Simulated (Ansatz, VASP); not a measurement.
# Two plane-wave programs on Sr3Ta2O

```xyz
6
Lattice="5.8230 0.0000 0.0000 -2.9115 5.0429 0.0000 0.0000 0.0000 5.5259" Properties=species:S:1:pos:R:3 pbc="T T T"
Sr    2.9115    0.0000    0.0000
Sr   -1.4558    2.5214    0.0000
Sr    1.4558    2.5214    0.0000
Ta    0.0000    0.0000    4.3740
Ta    0.0000    0.0000    1.1520
O     0.0000    0.0000    2.7630
```

Alike in both runs: task single point; functional PBE; k mesh 3 × 3 × 4; occupations gaussian, width 0.1 eV; no spin polarisation.

```csv
,VASP,Ansatz
version,VASP 6.6.1,Ansatz 0.2.0
potentials or method,"VASP PAW PBE potentials, release 64 (Sr_sv, Ta_pv, O), cutoff 520 eV","scalar-relativistic, plane waves, PAW"
valence electrons in the cell,58,62
```

|  | VASP | Ansatz | Ansatz less VASP |
| --- | --- | --- | --- |
| gap on the k mesh at the Fermi level (eV) | none | none | - |
| rms of the force components (eV/Å) | 4.417 | 4.241 | -0.1754 |

Atom by atom the forces differ by 0.175 eV/Å (rms over components). A gap of «none» marks a metal or a gap that the smearing closes. VASP's potentials hold 58 valence electrons a cell and Ansatz's 62, so a difference there can come from the potentials and not from the codes.

The k mesh is coarse, so the values compare programs but aren't converged. Neither program's run includes spin-orbit coupling.
